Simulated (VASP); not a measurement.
Write the native input for VASP 6.6.1 that does the following.

```
Task                   : single point
Functional             : PBE
Potentials or basis    : VASP PAW PBE potentials, release 64 (Si, O)
Cutoff                 : 520 eV
k mesh                 : 6 × 6 × 8
Occupations            : gaussian, width 0.05 eV
Spin                   : no spin polarisation
Dipole correction      : no
Further INCAR settings : ALGO = Normal; EDIFF = 1e-06; NBANDS = 25
```

The structure of SiO2 lies in POSCAR:

```
SiO2
1.0
    4.3312000000      0.0000000000      0.0000000000
    0.0000000000      4.3312000000      0.0000000000
    0.0000000000      0.0000000000      2.7705000000
Si O
2 4
Direct
    0.5000000000      0.5000000000      0.5000000000
    0.0000000000      0.0000000000      0.0000000000
    0.6930127928      0.6930127928      0.0000000000
    0.1930127928      0.8069872072      0.5000000000
    0.3069872072      0.3069872072      0.0000000000
    0.8069872072      0.1930127928      0.5000000000
```

The input as run:

INCAR

```
PREC = Accurate
ENCUT = 520
EDIFF = 1E-6
ISMEAR = 0
SIGMA = 0.05
LREAL = False
LASPH = True
NELM = 60
ALGO = Normal
ISIF = 2
LWAVE = False
LCHARG = False
GGA = PE
NBANDS = 25
```

KPOINTS

```
Automatic mesh
0
Gamma
  6 6 8
```

Potentials or basis: VASP PAW PBE potentials, release 64 (Si, O).

Launch:

```bash
$ cat potpaw_PBE.64/Si/POTCAR potpaw_PBE.64/O/POTCAR > POTCAR
$ mpirun -np 1 vasp_std > vasp.out
```

Results of the run:

```
Pressure               : -19.0 GPa
Largest force          : 0.385 eV/Å
Band gap on the k mesh : 3.77 eV
```

Caveat: the cell stands under tension.

Wall time 62 s on 1 thread of Intel Xeon 8259CL, on a shared host, peak memory 0.19 GiB.
